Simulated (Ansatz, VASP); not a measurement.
# NaCl: VASP beside Ansatz

```
Na Cl
1.0
    -0.14159    2.83175    2.83175
     2.69016    0.00000    2.69016
     2.83175    2.83175   -0.14159
Na Cl
1 1
Direct
  0.00000 0.00000 0.00000
  0.50000 0.50000 0.50000
```

Change from the starting cell: strain -0.1000 x Voigt [0, 0, 0, 0, 1, 0], atoms carried along.

Alike in both runs: task single point; functional PBEsol; k mesh 8 × 8 × 8; occupations gaussian, width 0.05 eV; no spin polarisation.

|  | VASP | Ansatz |
| --- | --- | --- |
| version | VASP 6.6.1 | Ansatz 0.2.0 |
| potentials or method | VASP PAW PBE potentials, release 64 (Na_pv, Cl), cutoff 520 eV | scalar-relativistic, plane waves, PAW |
| valence electrons in the cell | 14 | 16 |

|  | VASP | Ansatz | Ansatz less VASP |
| --- | --- | --- | --- |
| gap on the k mesh at the Fermi level (eV) | 4.65 | 4.65 | +0.003 |
| least direct gap on the mesh (eV) | 4.65 | 4.65 | +0.003 |
| pressure (GPa) | -0.7 | -0.8 | -0.01 |
| traceless stress, the component that is largest in VASP (GPa) | 1.22 | 1.22 | +0.006 |

VASP's potentials were made for PBE, not for PBEsol. VASP's potentials hold 14 valence electrons a cell and Ansatz's 16, so a difference there can come from the potentials and not from the codes.
